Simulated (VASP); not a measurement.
A run of VASP 6.6.1:

INCAR

```
ALGO = Normal ; EDIFF = 1E-6
EDIFFG = -0.005 ; ENCUT = 600
GGA = PE ; IBRION = 2
ISIF = 3 ; ISMEAR = -1
LASPH = T ; LCHARG = F
LREAL = F ; LWAVE = F
NELM = 100 ; NSW = 60
PREC = Accurate ; PSTRESS = -3.0
SIGMA = 0.05
```

The input KPOINTS:

```
k-points
0
Gamma
  16 16 9
```

File POSCAR:

```
Ru
1.0
    2.7282338383      0.0000000000      0.0000000000
   -1.3641169192      2.3627198115      0.0000000000
    0.0000000000      0.0000000000      4.4197388181
Ru
2
Direct
    0.3333333333      0.6666666667      0.2500000000
    0.6666666667      0.3333333333      0.7500000000
```

Potentials or basis: VASP PAW PBE potentials, release 64 (Ru_pv).

Launch:

```sh
$ cat potpaw_PBE.64/Ru_pv/POTCAR > POTCAR
$ mpirun -np 1 vasp_std > vasp.out
```

Hardware: 1 thread of Intel(R) Xeon(R) 6975P-C (Granite Rapids), on a shared host.

Problem. Estimate the wall time of this run.

Solution. Wall time 110 s on 1 thread of Intel(R) Xeon(R) 6975P-C (Granite Rapids), on a shared host, peak memory 0.22 GiB. Counts: scf iterations 50, k points 150, ion steps 6.
